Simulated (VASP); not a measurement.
# BN in VASP: notebook

Runs on BN. Level: PBE. Tasks: single point.

All numbers are computed with VASP 6.6.1; they aren't measurements. Logs are shortened: lines on timing, memory, paths and dates and some standing lists are left out, and cuts for length are marked.

## Step 1: The cell of the first run

The typed cell holds 4 atoms: a = 2.563 Å, b = 2.563 Å, c = 4.439 Å, α = 73.22°, β = 73.22°, γ = 60.00°.

## Step 2: Single point, PBE (mode 4 frozen in at -0.017 Å and mode 5 at +0.034 Å (largest displacements))

Contents of INCAR:

```
PREC     = Accurate       # precision mode
ENCUT    = 520            # plane-wave cutoff, eV
EDIFF    = 1E-6           # SCF threshold, eV
ISMEAR   = 0              # smearing method
SIGMA    = 0.05           # smearing width, eV
LREAL    = False          # projectors in reciprocal space
LASPH    = True           # aspherical terms in the spheres
NELM     = 100            # most SCF steps
ALGO     = Normal         # electronic algorithm
ISIF     = 2              # what is computed and relaxed
LWAVE    = False          # write WAVECAR
LCHARG   = False          # write CHGCAR
GGA      = PE             # functional
NBANDS   = 16             # bands
```

Contents of KPOINTS:

```
regular mesh
0
Gamma
  6 6 6
```

Contents of POSCAR:

```
BN
1.0
    0.0000000000     -1.8123937734     -1.8123937734
   -1.8123937734      0.0000000000     -1.8123937734
    1.8123937734      1.8123937734     -3.6247875468
B N
2 2
Direct
   -0.0162210955      0.0116717570      0.0000000000
    0.5162210955      0.4883282430      0.5000000000
    0.3583998934      0.3869444714      0.8750000000
    0.8916001066      0.8630555286      0.3750000000
```

Potentials or basis: VASP PAW PBE potentials, release 64 (B, N).

Command:

```sh
> cat potpaw_PBE.64/B/POTCAR potpaw_PBE.64/N/POTCAR > POTCAR
> mpirun -np 1 vasp_std > vasp.out
```

OUTCAR:

```text
PREC = Accurate
   ENCUT = 520
   EDIFF = 1E-6
   ISMEAR = 0
   LREAL = False
   LASPH = True
   NELM = 100
   ISIF = 2
   GGA = PE

 ion  position               nearest neighbor table
   1  0.984  0.012  0.000-   3 1.57   3 1.57   3 1.57   4 1.57
   2  0.516  0.488  0.500-   4 1.57   4 1.57   4 1.57   3 1.57
   3  0.358  0.387  0.875-   1 1.57   1 1.57   1 1.57   2 1.57
   4  0.892  0.863  0.375-   2 1.57   2 1.57   2 1.57   1 1.57

  LATTYP: Found a trigonal (rhomboedric) cell.
 ALAT       =     4.4394399578
 COS(alpha) =     0.8333333333

  Lattice vectors:

 A1 = (   1.8123937734,   3.6247875468,  -1.8123937734)
 A2 = (   3.6247875468,   1.8123937734,  -1.8123937734)
 A3 = (   1.8123937734,   1.8123937734,  -3.6247875468)

Analysis of symmetry for initial positions (statically):
=====================================================================
 Subroutine PRICEL returns:
 Original cell was already a primitive cell.

 Routine SETGRP: Setting up the symmetry group for a
 trigonal (rhombohedral) supercell.

 Subroutine GETGRP returns: Found  1 space group operations
 (whereof  1 operations were pure point group operations)
 out of a pool of 12 trial point group operations.

The static configuration has the point symmetry C_1 .

Analysis of symmetry for dynamics (positions and initial velocities):
=====================================================================
 Subroutine PRICEL returns:
 Original cell was already a primitive cell.

 Routine SETGRP: Setting up the symmetry group for a
 trigonal (rhombohedral) supercell.

 Subroutine GETGRP returns: Found  1 space group operations
 (whereof  1 operations were pure point group operations)
 out of a pool of 12 trial point group operations.

The dynamic configuration has the point symmetry C_1 .

 Subroutine INISYM returns: Found  1 space group operations
 (whereof  1 operations are pure point group operations),
 and found     1 'primitive' translations

----------------------------------------------------------------------------------------

                                     Primitive cell

  volume of cell :      23.8132

  direct lattice vectors                    reciprocal lattice vectors
[... 83 lines left out ...]
   ISTART =      0    job   : 0-new  1-cont  2-samecut
   ICHARG =      2    charge: 1-file 2-atom 10-const
   ISPIN  =      1    spin polarized calculation?
   LNONCOLLINEAR =      F non collinear calculations
   LSORBIT =      F    spin-orbit coupling
   LASPH  =      T    aspherical Exc in radial PAW
   ENCUT  =  520.0 eV  38.22 Ry    6.18 a.u.   4.77  4.77  8.25*2*pi/ulx,y,z
   NELM   =    100;   NELMIN=  2; NELMDL= -5     # of ELM steps
   EDIFF  = 0.1E-05   stopping-criterion for ELM
   LREAL  =      F    real-space projection
   EDIFFG = 0.1E-04   stopping-criterion for IOM
   NSW    =      0    number of steps for IOM
   IBRION =     -1    ionic relax: 0-MD 1-quasi-New 2-CG
   NFREE  =      0    steps in history (QN), initial steepest desc. (CG)
   ISIF   =      2    stress and relaxation
   ISYM   =      2    0-nonsym 1-usesym 2-fastsym
   POTIM  = 0.5000    time-step for ionic-motion
   TEBEG  =    0.0;   TEEND  =   0.0 temperature during run
   PSTRESS=    0.0 pullay stress
   NELECT =      16.0000    total number of electrons
   NUPDOWN=      -1.0000    fix difference up-down
   EMIN   =  10.00;   EMAX   =-10.00  energy-range for DOS
   EFERMI =   0.00;   METHOD = LEGACY
   ISMEAR =     0;   SIGMA  =   0.05  broadening in eV -4-tet -1-fermi 0-gaus
   EFERMI_NEDOS =   21; number of points for ismear=-14 and -15
   IALGO  =     38    algorithm
   IMIX   =      4    mixing-type and parameters
     AMIX     =   0.40;   BMIX     =  1.00
     AMIX_MAG =   1.60;   BMIX_MAG =  1.00
  volume/ion in A,a.u.               =       5.95        40.17
  Fermi-wavevector in a.u.,A,eV,Ry     =   1.433867  2.709616 27.973240  2.055975
  Thomas-Fermi vector in A             =   2.553338
   LORBIT       =      0    0 simple, 1 ext, 2 COOP (PROOUT), +10 PAW based schemes
   GGA     = PE    functional components
   LHFCALC =     F    Hartree Fock is set to
   AEXX    =    0.0000 exact exchange contribution
   IVDW    =     0    specifies the selected vdW correction
   LEPSILON=     F    determine dielectric tensor
   LRPA    =     F    only Hartree local field effects (RPA)
 non-spin polarized calculation
 Gauss-broadening in eV      SIGMA  =   0.05
  energy-cutoff  :      520.00
  volume of cell :       23.81
 maximum number of plane-waves:       663
   NGX =  9   NGY =  9   NGZ = 17

 number of electron      16.0000001 magnetization

 Free energy of the ion-electron system (eV)
  ---------------------------------------------------
  ext. energy  EPLUGINS =         0.00000000
  ---------------------------------------------------
  free energy    TOTEN  =       -34.86799677 eV

  energy without entropy =      -34.86799677  energy(sigma->0) =      -34.86799677

 E-fermi :   7.5460     XC(G=0): -12.7834

 val. band max:        7.3238017681   @ k =   0.0000   0.0000   0.0000
 cond. band min:      11.7466160887   @ k =   0.5000   0.0000   0.5000
 fundamental gap:      4.4228143206
 Fermi energy:         7.5460201511

 k-point     1 :       0.0000    0.0000    0.0000
  band No.  band energies     occupation
      1     -12.8331      2.00000
      2      -8.6520      2.00000
      3      -3.3066      2.00000
      4       5.3866      2.00000
      5       5.3915      2.00000
      6       7.2873      2.00000
[... 433 lines left out ...]
      3      -1.5871      2.00000
      4      -0.0965      2.00000
      5       1.2871      2.00000
      6       1.8949      2.00000
[... 8 lines left out ...]
     15      22.7774      0.00000
     16      23.5864      0.00000

 [... further k-points ...]
[... 5 lines left out ...]
  --------------------------------------------------------------------------------------
  -------------------------------------------------------------------------------------
  Total        0.0289026     -0.0156325      0.0693980      0.0159377     -0.0083944     -0.0000427
  in kB        1.9445994     -1.0517680      4.6691713      1.0723041     -0.5647861     -0.0028722
  external PRESSURE =       1.8540009 kB  Pullay stress =       0.0000000 kB

 VOLUME and BASIS-vectors are now :
 -----------------------------------------------------------------------------
  energy-cutoff  :      520.00
  volume of cell :       23.81
      direct lattice vectors                 reciprocal lattice vectors
     0.000000000 -1.812393773 -1.812393773     0.137939119 -0.413817356 -0.137939119
    -1.812393773  0.000000000 -1.812393773    -0.413817356  0.137939119 -0.137939119
     1.812393773  1.812393773 -3.624787547     0.137939119  0.137939119 -0.137939119

 POSITION                                       TOTAL-FORCE (eV/Angst)
 -----------------------------------------------------------------------------------
     -0.02115     -1.78299     -1.80415         0.194597     -0.273910     -0.077021
      0.02115     -0.02940     -3.63303        -0.196139      0.268836      0.075357
      0.88455      0.93628     -4.52255         0.260774     -0.358280     -0.100580
     -0.88455     -0.93628     -4.53942        -0.259231      0.363354      0.102244
 -----------------------------------------------------------------------------------
    total drift:                               -0.000022     -0.000031      0.000033

  FREE ENERGIE OF THE ION-ELECTRON SYSTEM (eV)
  ---------------------------------------------------
  free  energy   TOTEN  =       -34.8679967725 eV

  energy  without entropy=      -34.8679967725  energy(sigma->0) =      -34.86799677
```

OSZICAR:

```text
N       E                     dE             d eps       ncg     rms          rms(c)
DAV:   1     0.388163817952E+02    0.38816E+02   -0.86347E+03  3592   0.995E+02
DAV:   2    -0.344307255797E+02   -0.73247E+02   -0.68357E+02  5080   0.228E+02
DAV:   3    -0.367665582697E+02   -0.23358E+01   -0.23292E+01  4224   0.373E+01
DAV:   4    -0.367722869123E+02   -0.57286E-02   -0.57283E-02  4304   0.214E+00
DAV:   5    -0.367723032637E+02   -0.16351E-04   -0.16351E-04  4136   0.106E-01    0.941E+00
DAV:   6    -0.350229883130E+02    0.17493E+01   -0.22830E+00  4616   0.136E+01    0.447E+00
DAV:   7    -0.348957018287E+02    0.12729E+00   -0.32766E-01  4584   0.453E+00    0.275E+00
DAV:   8    -0.348692908823E+02    0.26411E-01   -0.51572E-02  4240   0.189E+00    0.271E-01
DAV:   9    -0.348677370441E+02    0.15538E-02   -0.19157E-03  4280   0.560E-01    0.132E-01
DAV:  10    -0.348679931197E+02   -0.25608E-03   -0.52156E-04  4432   0.178E-01    0.290E-02
DAV:  11    -0.348679962963E+02   -0.31767E-05   -0.42304E-05  4472   0.620E-02    0.152E-02
DAV:  12    -0.348679967725E+02   -0.47621E-06   -0.60319E-06  4624   0.252E-02
   1 F= -.34867997E+02 E0= -.34867997E+02  d E =-.349363E-12
```

Wall time 80 s (1 thread of AMD EPYC 7R13, shared host); peak memory 0.12 GiB.

What came out:

| Quantity | Value |
| --- | --- |
| Free energy | -34.8680 eV |
| Pressure | 0.2 GPa |
| Largest force | 0.458 eV/Å |
| Band gap on the k mesh | 4.42 eV |

Forces in eV/Å, atoms in the order of the input:
```
B    0.195 -0.274 -0.077
B   -0.196  0.269  0.075
N    0.261 -0.358 -0.101
N   -0.259  0.363  0.102
```

Caveat: the k points lie up to 0.48 Å⁻¹ apart; the cell differs from its parent crystal (mode 4 frozen in at -0.017 Å and mode 5 at +0.034 Å (largest displacements)).

## Step 3: Single point, PBE (mode 4 frozen in at -0.051 Å and mode 5 at +0.000 Å (largest displacements))

Contents of INCAR:

```
PREC = Accurate
ENCUT = 520
EDIFF = 1E-6
ISMEAR = 0
SIGMA = 0.05
LREAL = False
LASPH = True
NELM = 60
ALGO = Normal
ISIF = 2
LWAVE = False
LCHARG = True
GGA = PE
LELF = True
LVHAR = True
NBANDS = 16
```

KPOINTS is that of step 2.

Contents of POSCAR:

```
BN
1.0
    0.0000000000     -1.8123937734     -1.8123937734
   -1.8123937734      0.0000000000     -1.8123937734
    1.8123937734      1.8123937734     -3.6247875468
B N
2 2
Direct
   -0.0047981010      0.0213932330      0.0000000000
    0.5047981010      0.4786067670      0.5000000000
    0.3700897898      0.3968930928      0.8750000000
    0.8799102102      0.8531069072      0.3750000000
```

Potentials or basis: VASP PAW PBE potentials, release 64 (B, N).

Command:

```sh
> cat potpaw_PBE.64/B/POTCAR potpaw_PBE.64/N/POTCAR > POTCAR
> mpirun -np 1 vasp_std > vasp.out
```

Run time: 80 s. Hardware: 1 thread of AMD EPYC 7R13, shared host; peak memory 0.13 GiB.

The run converged. Its results:

| Quantity | Value |
| --- | --- |
| Free energy | -34.8439 eV |
| Pressure | 0.1 GPa |
| Largest force | 0.615 eV/Å |
| Band gap on the k mesh | 4.40 eV |

Forces in eV/Å, atoms in the order of the input:
```
B    0.354 -0.077  0.278
B   -0.360  0.083 -0.277
N    0.479 -0.110  0.370
N   -0.473  0.104 -0.371
```

Stress tensor (GPa, compression positive):
```
-0.34  0.12 -0.23
 0.12  0.68 -0.04
-0.23 -0.04  0.09
```

Levels at points of the mesh, in eV from the valence-band top:
```
           k point  band 4  band 5  band 6  band 7  band 8  band 9  band 10  band 11  band 12  band 13
(0.00, 0.00, 0.00)   -1.95   -1.94   -0.07   -0.04    0.00    8.66     8.74     8.76    10.05    10.09
(0.50, 0.00, 0.00)   -8.71   -5.19   -5.12   -3.63   -3.63    7.45     7.49    12.67    12.92    14.17
(0.00, 0.50, 0.00)   -8.66   -5.28   -4.94   -3.67   -3.64    7.36     7.55    12.37    13.43    14.06
(0.50, 0.50, 0.50)   -8.67   -5.26   -5.00   -3.65   -3.63    7.39     7.53    12.44    13.29    14.02
(0.50, 0.50, 0.00)   -8.90   -4.89   -4.88   -1.98   -1.93    4.41     9.11     9.96    10.60    10.68
(0.00, 0.50, 0.50)   -8.90   -4.89   -4.88   -1.96   -1.93    4.40     9.06     9.98    10.62    10.67
(0.50, 0.00, 0.50)   -8.90   -4.90   -4.87   -2.00   -1.92    4.42     9.19     9.94    10.60    10.63
(0.00, 0.00, 0.50)   -5.46   -1.24   -1.24   -1.05   -1.05    9.29     9.35    10.03    10.18    10.57
```

Caveat: the k points lie up to 0.48 Å⁻¹ apart; the cell differs from its parent crystal (mode 4 frozen in at -0.051 Å and mode 5 at +0.000 Å (largest displacements)). A k mesh can miss the band edges.

## Step 4: Single point, PBE

Contents of INCAR:

```
ALGO = Normal
EDIFF = 1E-6
ENCUT = 520
GGA = PE
ISIF = 2
ISMEAR = 0
LASPH = True
LCHARG = True
LELF = True
LREAL = False
LVHAR = True
LWAVE = False
NBANDS = 16
NELM = 100
PREC = Accurate
SIGMA = 0.05
```

Contents of KPOINTS:

```
k-points
0
Gamma
  6 6 6
```

Contents of POSCAR:

```
BN
1.0
    0.0000000000     -1.8123937734     -1.8123937734
   -1.8123937734      0.0000000000     -1.8123937734
    1.8123937734      1.8123937734     -3.6247875468
B N
2 2
Direct
    0.0000000000      0.0000000000      0.0000000000
    0.5000000000      0.5000000000      0.5000000000
    0.3750000000      0.3750000000      0.8750000000
    0.8750000000      0.8750000000      0.3750000000
```

Command:

```sh
> cat potpaw_PBE.64/B/POTCAR potpaw_PBE.64/N/POTCAR > POTCAR
> mpirun -np 1 vasp_std > vasp.out
```

Run time: 6.8 s. Hardware: 1 thread of AMD EPYC 9R45 (Zen 5), shared host; peak memory 0.1 GiB.

Results (log left out):

```yaml
Free_energy: -34.8981 eV
Pressure: 0.2 GPa
Band_gap_on_the_k_mesh: 4.45 eV
```

Levels at points of the mesh, in eV from the valence-band top:
```tsv
k point	band 6	band 7	band 8	band 9	band 10	band 11
(0.00, 0.00, 0.00)	0.00	0.00	0.00	8.78	8.78	8.78
(0.50, 0.00, 0.00)	-5.12	-3.63	-3.63	7.52	7.52	13.02
(0.50, 0.50, 0.00)	-4.86	-1.93	-1.93	4.45	9.18	10.04
(0.00, 0.00, 0.50)	-1.12	-1.12	-1.12	9.56	9.56	10.29
```

Caveat: the k points lie up to 0.48 Å⁻¹ apart. A hybrid or GW would open this gap; PBE tends to underestimate it.

## Step 5: Single point, PBE (mode 4 frozen in at -0.017 Å and mode 5 at -0.017 Å (largest displacements))

Contents of INCAR:

```
ALGO = Normal
EDIFF = 1E-7
ENCUT = 520
GGA = PE
ISIF = 2
ISMEAR = 0
LASPH = T
LCHARG = T
LELF = T
LREAL = F
LVHAR = T
LWAVE = F
NBANDS = 16
NELM = 60
PREC = Accurate
SIGMA = 0.05
```

KPOINTS is that of step 4.

Contents of POSCAR:

```
BN
1.0
    0.0000000000     -1.8123937734     -1.8123937734
   -1.8123937734      0.0000000000     -1.8123937734
    1.8123937734      1.8123937734     -3.6247875468
B N
2 2
Direct
    0.0057114973      0.0048607380      0.0000000000
    0.4942885027      0.4951392620      0.5000000000
    0.3808449482      0.3799743107      0.8750000000
    0.8691550518      0.8700256893      0.3750000000
```

Command:

```sh
> cat potpaw_PBE.64/B/POTCAR potpaw_PBE.64/N/POTCAR > POTCAR
> mpirun -np 1 vasp_std > vasp.out
```

Wall time 21 s (1 thread of AMD EPYC 9R45 (Zen 5), shared host); peak memory 0.12 GiB.

The run converged. Its results:

* Free energy: -34.8860 eV
* Pressure: 0.2 GPa
* Largest force: 0.289 eV/Å
* Band gap on the k mesh: 4.44 eV

Forces on the atoms (eV/Å):
```
B    0.080  0.095  0.179
B   -0.082 -0.097 -0.175
N    0.109  0.128  0.233
N   -0.107 -0.126 -0.237
```

Stress tensor (GPa, compression positive):
```
 0.28 -0.03 -0.01
-0.03  0.26 -0.01
-0.01 -0.01  0.07
```

Levels at points of the mesh, in eV from the valence-band top:
```csv
k point,band 6,band 7,band 8,band 9,band 10,band 11
"(0.00, 0.00, 0.00)",-0.01,-0.01,0.00,8.75,8.77,8.77
"(0.50, 0.00, 0.00)",-5.08,-3.63,-3.62,7.48,7.53,12.82
"(0.00, 0.50, 0.00)",-5.09,-3.63,-3.62,7.48,7.53,12.84
"(0.50, 0.50, 0.50)",-5.03,-3.64,-3.63,7.45,7.55,12.72
"(0.50, 0.50, 0.00)",-4.87,-1.93,-1.93,4.44,9.15,10.03
"(0.00, 0.50, 0.50)",-4.87,-1.94,-1.92,4.44,9.18,10.02
"(0.50, 0.00, 0.50)",-4.87,-1.94,-1.92,4.44,9.18,10.02
"(0.00, 0.00, 0.50)",-1.17,-1.08,-1.08,9.49,9.51,10.15
```

Caveat: the k points lie up to 0.48 Å⁻¹ apart; the cell differs from its parent crystal (mode 4 frozen in at -0.017 Å and mode 5 at -0.017 Å (largest displacements)).
